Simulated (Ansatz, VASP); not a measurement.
This is a calculation of HgTe for VASP 6.6.1.

The input INCAR:

```
SYSTEM = HgTe
PREC = Accurate
ENCUT = 520
EDIFF = 1E-7
ISMEAR = -1
SIGMA = 0.05
LREAL = .FALSE.
LASPH = .TRUE.
NELM = 60
ALGO = Normal
ISIF = 2
LWAVE = .FALSE.
LCHARG = .FALSE.
GGA = PS
NBANDS = 16
```

The input KPOINTS:

```
Automatic mesh
0
G
  10 10 10
  0 0 0
```

File POSCAR:

```
HgTe
1.0
   -3.1053358708      3.1053358708      1.5899944314
    3.1053358708     -3.1053358708      1.5899944314
    3.1053358708      3.1053358708     -1.5899944314
Hg Te
1 1
Direct
    0.7500000000      0.2500000000      0.5000000000
    0.0000000000      0.0000000000      0.0000000000
```

Potentials or basis: VASP PAW PBE potentials, release 64 (Hg, Te).

Command:

```bash
$ cat potpaw_PBE.64/Hg/POTCAR potpaw_PBE.64/Te/POTCAR > POTCAR
$ mpirun -np 1 vasp_std > vasp.out
```

Q: Translate it to Ansatz 0.2.0. Potentials there: all-electron LAPW, scalar-relativistic.

A: As run (the cutoff follows the program's own potentials):

Contents of input.yaml:

```yaml
crystal:
  lattice:
    - [-3.1053358708, 3.1053358708, 1.5899944314]
    - [3.1053358708, -3.1053358708, 1.5899944314]
    - [3.1053358708, 3.1053358708, -1.5899944314]
  atoms:
    - { symbol: Hg, position: [0.75, 0.25, 0.5] }
    - { symbol: Te, position: [0.0, 0.0, 0.0] }
kpoints:
  mp_grid: { grid: [10, 10, 10] }
scf:
  occupations: { method: fermi_dirac, width: 0.05 }
hamiltonian:
  xc: pbesol
  pseudopotentials: { kind: all_electron, lapw: { basis_error: 0.001 } }
output:
  forces: true
  stress: true
  eigenvalues: true
```

Potentials or basis: all-electron LAPW, scalar-relativistic.

Run with:

```bash
$ ansatz run input.yaml --threads 1 --pin off --max-ram 3072MiB --backend cpu --events-out ev --progress --plain --runs-dir out
```

Both were run:

|  | VASP | Ansatz | Ansatz less VASP |
| --- | --- | --- | --- |
| gap on the k mesh at the Fermi level (eV) | none | none | - |
| pressure (GPa) | -5.0 | -5.0 | -0.07 |
| traceless stress, the component that is largest in VASP (GPa) | 2.16 | 2.16 | +0.001 |

VASP's potentials were made for PBE, not for PBEsol. A gap of «none» marks a metal or a gap that the smearing closes. Ansatz ran all-electron here, and VASP with PAW potentials.

Neither program's run includes spin-orbit coupling.
